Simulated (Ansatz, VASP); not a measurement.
# One calculation of Ti, two programs

Contents of POSCAR:

```
Ti
1.0
   -1.6100671500      1.6100671500      1.6100671500
    1.6100671500     -1.6100671500      1.6100671500
    1.6100671500      1.6100671500     -1.6100671500
Ti
1
Direct
    0.0000000000      0.0000000000      0.0000000000
```

INCAR.step1

```
SYSTEM = Ti
PREC = Accurate
ENCUT = 520
ISMEAR = 0
SIGMA = 0.1
LREAL = .False.
LASPH = .True.
NELM = 60
NBANDS = 12
GGA = PE
ALGO = Normal
EDIFF = 1E-4
LWAVE = .True.
LCHARG = .False.
```

File INCAR.step2:

```
SYSTEM = Ti
PREC = Accurate
ENCUT = 520
EDIFF = 1E-6
ISMEAR = 0
SIGMA = 0.1
LREAL = .False.
LASPH = .True.
NELM = 60
ALGO = Normal
ISIF = 2
LWAVE = .False.
LCHARG = .False.
METAGGA = R2SCAN
LMIXTAU = .True.
NBANDS = 12
ISTART = 1
```

The input KPOINTS:

```
Automatic mesh
0
Gamma
  18 18 18
  0 0 0
```

Input for Ansatz:

```yaml
crystal:
  lattice:
    - [-1.61006715, 1.61006715, 1.61006715]
    - [1.61006715, -1.61006715, 1.61006715]
    - [1.61006715, 1.61006715, -1.61006715]
  atoms:
    - { symbol: Ti, position: [0.0, 0.0, 0.0] }
basis:
  ecutwfc: 500
kpoints:
  mp_grid: { grid: [18, 18, 18] }
hamiltonian:
  xc: r2scan
scf:
  occupations: { method: gaussian, width: 0.1 }
output:
  forces: true
  stress: true
  eigenvalues: true
  write_density: true
  write_potential: true
  elf: true
  volumetric_format: npy
```

Alike in both runs: task single point; functional r2SCAN; k mesh 18 × 18 × 18; occupations gaussian, width 0.1 eV; no spin polarisation.

|  | VASP | Ansatz |
| --- | --- | --- |
| version | VASP 6.6.1 | Ansatz 0.2.0 |
| potentials or method | VASP PAW PBE potentials, release 64 (Ti_sv), cutoff 520 eV | scalar-relativistic, plane waves, PAW |
| valence electrons in the cell | 12 | 12 |

|  | VASP | Ansatz | Ansatz less VASP |
| --- | --- | --- | --- |
| gap on the k mesh at the Fermi level (eV) | none | none | - |
| pressure (GPa) | 3.8 | 3.4 | -0.33 |

VASP's potentials were made for PBE, not for r2SCAN. A gap of «none» marks a metal or a gap that the smearing closes. With one functional, cell and mesh, what is left measures potentials, basis and numerics.
